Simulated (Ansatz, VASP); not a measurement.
# BAs in VASP and in Ansatz

File POSCAR:

```
BAs
1.0
    0.0000000000      2.4199312360      2.4199312360
    2.4199312360      0.0000000000      2.4199312360
    2.4199312360      2.4199312360      0.0000000000
As B
1 1
Direct
    0.7500000000      0.7500000000      0.7500000000
    0.0000000000      0.0000000000      0.0000000000
```

The input INCAR.step1:

```
PREC = Accurate
ENCUT = 520
EDIFF = 1E-5
ISMEAR = -1
SIGMA = 0.05
LREAL = False
LASPH = True
NELM = 80
ALGO = Normal
ISIF = 2
LWAVE = True
LCHARG = False
NBANDS = 11
GGA = PE
```

File INCAR.step2:

```
PREC = Accurate
ENCUT = 520
EDIFF = 1E-6
ISMEAR = -1
SIGMA = 0.05
LREAL = False
LASPH = True
NELM = 80
ALGO = Normal
ISIF = 2
LWAVE = False
LCHARG = False
GGA = PS
LHFCALC = True
AEXX = 0.25
HFSCREEN = 0.207
PRECFOCK = Normal
NBANDS = 11
ISTART = 1
```

File KPOINTS:

```
regular mesh
0
Gamma
  5 5 5
```

Contents of input.yaml:

```yaml
crystal:
  lattice:
    - [0.0, 2.419931236, 2.419931236]
    - [2.419931236, 0.0, 2.419931236]
    - [2.419931236, 2.419931236, 0.0]
  atoms:
    - { symbol: As, position: [0.75, 0.75, 0.75] }
    - { symbol: B, position: [0.0, 0.0, 0.0] }
hamiltonian:
  xc:
    exchange: hjs_pbesol
    correlation: pbesol
    exx: { coeff: 0.25, omega: 0.207 }
  pseudopotentials: { kind: paw }
kpoints:
  mp_grid: { grid: [5, 5, 5] }
scf:
  occupations: { method: fermi_dirac, width: 0.05 }
output:
  forces: true
  stress: true
  eigenvalues: true
```

Alike in both runs: task single point; functional PBEsol-based screened hybrid; k mesh 5 × 5 × 5; occupations fermi-dirac, width 0.05 eV; no spin polarisation.

|  | VASP | Ansatz |
| --- | --- | --- |
| version | VASP 6.6.1 | Ansatz 0.2.0 |
| potentials or method | VASP PAW PBE potentials, release 64 (As, B) | Ansatz PAW |
| plane-wave cutoff (eV) | 520 | 420 |
| valence electrons in the cell | 8 | 18 |

|  | VASP | Ansatz | Ansatz less VASP |
| --- | --- | --- | --- |
| gap on the k mesh at the Fermi level (eV) | 1.82 | 1.82 | -0.007 |
| least direct gap on the mesh (eV) | 4.05 | 4.05 | +0.003 |
| pressure (GPa) | -7.7 | -7.7 | 0.00 |

VASP's potentials were made for PBE, not for PBEsol-based screened hybrid. The functional is the same, so the differences come from potentials, cutoffs and numerics. VASP's potentials hold 8 valence electrons a cell and Ansatz's 18, so a difference there can come from the potentials and not from the codes.

The k mesh is coarse, so the values compare programs but aren't converged. Noted on Ansatz's run: odd divisions of the mesh miss points on the zone boundary, where band edges often lie, so the gap on the mesh can be too wide.
